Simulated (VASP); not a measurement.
Input of a VASP 6.6.1 run:

The input INCAR:

```
SYSTEM = MgSe
PREC     = Accurate       ! precision mode
ENCUT    = 600            ! plane-wave cutoff, eV
EDIFF    = 1E-6           ! SCF threshold, eV
ISMEAR   = 0              ! smearing method
SIGMA    = 0.01           ! smearing width, eV
LREAL    = .False.        ! projectors in reciprocal space
LASPH    = .True.         ! aspherical terms in the spheres
NELM     = 120            ! most SCF steps
ALGO     = Normal         ! electronic algorithm
ISIF     = 2              ! what is computed and relaxed
LWAVE    = .False.        ! write WAVECAR
LCHARG   = .False.        ! write CHGCAR
GGA      = PS             ! functional
NBANDS   = 11             ! bands
GGA_COMPAT= .False.
```

Contents of KPOINTS:

```
Automatic mesh
0
Gamma
  5 5 5
  0 0 0
```

File POSCAR:

```
MgSe
1.0
    0.0000000000      2.7613659551      2.7613659551
    2.7613659551      0.0000000000      2.7613659551
    2.7613659551      2.7613659551      0.0000000000
Mg Se
1 1
Direct
    0.0000000000      0.0000000000      0.0000000000
    0.5000000000      0.5000000000      0.5000000000
```

Potentials or basis: VASP PAW PBE potentials, release 64 (Mg, Se).

Run with:

```bash
$ cat potpaw_PBE.64/Mg/POTCAR potpaw_PBE.64/Se/POTCAR > POTCAR
$ mpirun -np 1 vasp_std > vasp.out
```

(1) Estimate the pressure.

(2) Estimate the band gap on the k mesh.

Answers

(1) -2.3 GPa.

(2) 2.09 eV, indirect (least direct gap 2.24 eV).

Caveat: the PAW data sets were made with another functional, which shifts forces and pressure a little.
